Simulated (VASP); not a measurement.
Here is a VASP 6.6.1 calculation.

INCAR

```
ALGO = Normal
EDIFF = 1E-7
EDIFFG = -0.04
ENCUT = 600
GGA = PE
IBRION = 2
ISIF = 3
ISMEAR = 0
LASPH = True
LCHARG = False
LREAL = False
LWAVE = False
NELM = 80
NSW = 90
PREC = Accurate
SIGMA = 0.1
```

File KPOINTS:

```
k-points
0
Gamma
  6 6 6
```

POSCAR

```
Cu3H
1.0
    0.0000000000      2.8354107200      2.8354107200
    2.8354107200      0.0000000000      2.8354107200
    2.8354107200      2.8354107200      0.0000000000
Cu H
3 1
Direct
    0.0000000000      0.0000000000      0.0000000000
    0.2500000000      0.2500000000      0.2500000000
    0.7500000000      0.7500000000      0.7500000000
    0.5000000000      0.5000000000      0.5000000000
```

Potentials or basis: VASP PAW PBE potentials, release 64 (Cu, H).

Run with:

```bash
$ cat potpaw_PBE.64/Cu/POTCAR potpaw_PBE.64/H/POTCAR > POTCAR
$ mpirun -np 1 vasp_std > vasp.out
```

Q: Predict the relaxed volume.

A: 10.81 Å³/atom.

Q: Predict the space group after relaxing (to 0.05 Å).

A: Fm-3m (No. 225).

Step by step:
```csv
step,energy change (eV),largest force (eV/Å),pressure (GPa),volume (Å³)
1,0.0000,0.0000,-5.09,45.59
2,-0.0380,0.0000,0.18,43.24
```
